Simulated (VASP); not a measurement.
LiCl:

```
Cl Li
1.0
     0.00000    2.56477    2.56477
     2.56477    0.00000    2.56477
     2.56477    2.56477    0.00000
Cl Li
1 1
Direct
  0.50000 0.50000 0.50000
  0.00000 0.00000 0.00000
```

| Quantity | Value |
| --- | --- |
| Program | VASP 6.6.1 |
| Task | relaxation of cell and atoms |
| Functional | PBEsol |
| Potentials or basis | VASP PAW PBE potentials, release 64 (Cl, Li_sv) |
| Cutoff | 600 eV |
| k mesh | 9 × 9 × 9 |
| Occupations | fermi-dirac, width 0.05 eV |
| Spin | no spin polarisation |

At the start: pressure -1.3 GPa; volume 16.87 Å³/atom.

Problem. How do energy, volume and symmetry change on relaxing?

Solution. Over 4 steps the energy falls by 2.8 meV/atom and the volume is 16.20 Å³/atom (-4.0 %); space group Fm-3m (No. 225, to 0.05 Å).

The path:
```csv
step,energy change (eV),largest force (eV/Å),pressure (GPa),volume (Å³)
1,0.0000,0.0000,-1.30,33.74
2,-0.0042,0.0000,-0.68,33.08
3,-0.0056,0.0000,-0.13,32.53
4,-0.0057,0.0000,-0.04,32.41
```

Final structure:
```cif
data_structure
_symmetry_space_group_name_H-M 'P 1'
_symmetry_Int_Tables_number 1
_cell_length_a 3.5787
_cell_length_b 3.5787
_cell_length_c 3.5787
_cell_angle_alpha 60.000
_cell_angle_beta 60.000
_cell_angle_gamma 60.000
_cell_volume 32.41
loop_
_atom_site_label
_atom_site_type_symbol
_atom_site_fract_x
_atom_site_fract_y
_atom_site_fract_z
_atom_site_occupancy
Cl1 Cl 0.50000 0.50000 0.50000 1
Li1 Li 0.00000 0.00000 0.00000 1
```

Caveat: the cutoff is under 1.25 times the usual one of these potentials, so pressure, stress and relaxed cells hold a basis-set (Pulay) error; the PAW data sets were made with another functional, which shifts forces and pressure a little.
